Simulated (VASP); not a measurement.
Wanted: the native input for a VASP 6.6.1 run.

* Task: electric field gradients
* Functional: PBEsol
* Potentials or basis: VASP PAW PBE potentials, release 64 (In_d, Sb)
* Cutoff: 520 eV
* k mesh: 9 × 9 × 9
* Occupations: fermi-dirac, width 0.05 eV
* Spin: no spin polarisation
* Dipole correction: no
* Further INCAR settings: ALGO = Normal; EDIFF = 1e-08; NBANDS = 16

The structure of InSb lies in POSCAR:

```
InSb
1.0
    0.0000000000      3.2173604188      3.2173604188
    3.2173604188      0.0000000000      3.2173604188
    3.2173604188      3.2173604188      0.0000000000
In Sb
1 1
Direct
    0.0000000000      0.0000000000      0.0000000000
    0.7500000000      0.7500000000      0.7500000000
```

The input as run:

INCAR

```
  PREC = Accurate
  ENCUT = 520
  EDIFF = 1E-8
  ISMEAR = -1
  SIGMA = 0.05
  LREAL = F
  LASPH = T
  NELM = 60
  ALGO = Normal
  ISIF = 2
  LWAVE = F
  LCHARG = F
  GGA = PS
  LEFG = T
  NBANDS = 16
```

KPOINTS

```
Automatic mesh
0
Gamma
  9 9 9
```

Potentials or basis: VASP PAW PBE potentials, release 64 (In_d, Sb).

Launch:

```console
$ cat potpaw_PBE.64/In_d/POTCAR potpaw_PBE.64/Sb/POTCAR > POTCAR
$ mpirun -np 1 vasp_std > vasp.out
```

Results of the run:

```json
{
 "Pressure": "1.9 GPa",
 "Band gap on the k mesh": "zero (filled and empty bands touch)",
 "Largest electric field gradient by atom": "zero within the noise of the run"
}
```

Caveat: semilocal functionals underestimate gaps, so a narrow gap can read as zero; the PAW data sets were made with another functional, which shifts forces and pressure a little; spin-orbit coupling is left out, which moves the levels of the heavy elements.

It took 66 s on 1 thread of Intel Xeon 8259CL, with other jobs on the host, peak memory 0.22 GiB.
